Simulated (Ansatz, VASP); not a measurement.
Two plane-wave programs on Be3Cd2Te

```
Be Cd Te
1.0
    -3.13281    3.13281    3.17883
     3.13281   -3.13281    3.17883
     3.13281    3.13281   -3.17883
Be Cd Te
3 2 1
Direct
  0.79127 0.79127 0.00000
  0.20873 0.20873 0.00000
  0.00000 0.00000 0.00000
  0.75000 0.25000 0.50000
  0.25000 0.75000 0.50000
  0.50000 0.50000 0.00000
```

Alike in both runs: task relaxation of cell and atoms; functional PBE; k mesh 4 × 4 × 4; occupations gaussian, width 0.1 eV; no spin polarisation.

|  | VASP | Ansatz |
| --- | --- | --- |
| version | VASP 6.6.1 | Ansatz 0.2.0 |
| potentials or method | VASP PAW PBE potentials, release 64 (Be, Cd, Te), cutoff 600 eV | scalar-relativistic, plane waves, PAW |
| valence electrons in the cell | 36 | 62 |

```csv
,VASP,Ansatz,Ansatz less VASP
"gap on the k mesh at the Fermi level, each at its own relaxed structure (eV)",none,none,-
relaxed volume (Å³/atom),20.75,20.70,-0.050
relaxed cell length with the largest relative difference (Å),5.823,5.821,-0.0024
```

A gap of «none» marks a metal or a gap that the smearing closes. VASP's potentials hold 36 valence electrons a cell and Ansatz's 62, so a difference there can come from the potentials and not from the codes.

Neither program's run includes spin-orbit coupling.
